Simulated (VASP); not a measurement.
A run of VASP 6.6.1 is set up as follows.

Contents of INCAR:

```
  PREC = Accurate
  ENCUT = 520
  EDIFF = 1E-6
  ISMEAR = -1
  SIGMA = 0.1
  LREAL = F
  LASPH = T
  NELM = 150
  ALGO = Normal
  ISIF = 2
  LWAVE = F
  LCHARG = T
  MAGMOM = 0 0 0
  LORBIT = 11
  LSORBIT = T
  GGA_COMPAT = F
  LORBMOM = T
  GGA = PE
  LVHAR = T
  NBANDS = 13
```

File KPOINTS:

```
regular mesh
0
Gamma
  12 12 12
```

POSCAR

```
Mg
1.0
    0.0000000000      2.2623124468      2.2623124468
    2.2623124468      0.0000000000      2.2623124468
    2.2623124468      2.2623124468      0.0000000000
Mg
1
Direct
    0.0000000000      0.0000000000      0.0000000000
```

Potentials or basis: VASP PAW PBE potentials, release 64 (Mg).

Launch:

```console
$ cat potpaw_PBE.64/Mg/POTCAR > POTCAR
$ mpirun -np 1 vasp_ncl > vasp.out
```

What does it give for the net moment?

0.00 μB per cell.

Estimate the pressure.

-0.2 GPa.

Moments on the atoms (μB; x, y, z):
```
Mg  0.00 0.00 0.00
```
